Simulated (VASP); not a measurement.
A run of VASP 6.6.1 is set up as follows.

File INCAR:

```
PREC = Accurate
ENCUT = 520
EDIFF = 1E-7
ISMEAR = 0
SIGMA = 0.15
LREAL = False
LASPH = True
NELM = 150
ALGO = Normal
ISIF = 2
LWAVE = False
LCHARG = False
ISPIN = 2
MAGMOM = 4.41 0.25
LORBIT = 11
LMAXMIX = 4
GGA = PS
NBANDS = 20
```

Contents of KPOINTS:

```
Automatic mesh
0
Gamma
  20 20 20
```

The input POSCAR:

```
MnO
1.0
    0.0000000000      2.2220000000      2.2220000000
    2.2220000000      0.0000000000      2.2220000000
    2.2220000000      2.2220000000      0.0000000000
Mn O
1 1
Direct
    0.0000000000      0.0000000000      0.0000000000
    0.5000000000      0.5000000000      0.5000000000
```

Potentials or basis: VASP PAW PBE potentials, release 64 (Mn_pv, O).

The run is started by

```bash
$ cat potpaw_PBE.64/Mn_pv/POTCAR potpaw_PBE.64/O/POTCAR > POTCAR
$ mpirun -np 1 vasp_std > vasp.out
```

(1) Predict the site moments.

(2) What does it give for the pressure?

(3) Estimate the net moment.

Results:

(1) Mn +4.29; O +0.19 μB.

(2) -7.4 GPa.

(3) 4.73 μB per cell.

Caveat: the PAW data sets were made with another functional, which shifts forces and pressure a little; a cell with one magnetic atom can't hold antiferromagnetic order, which such compounds often take.
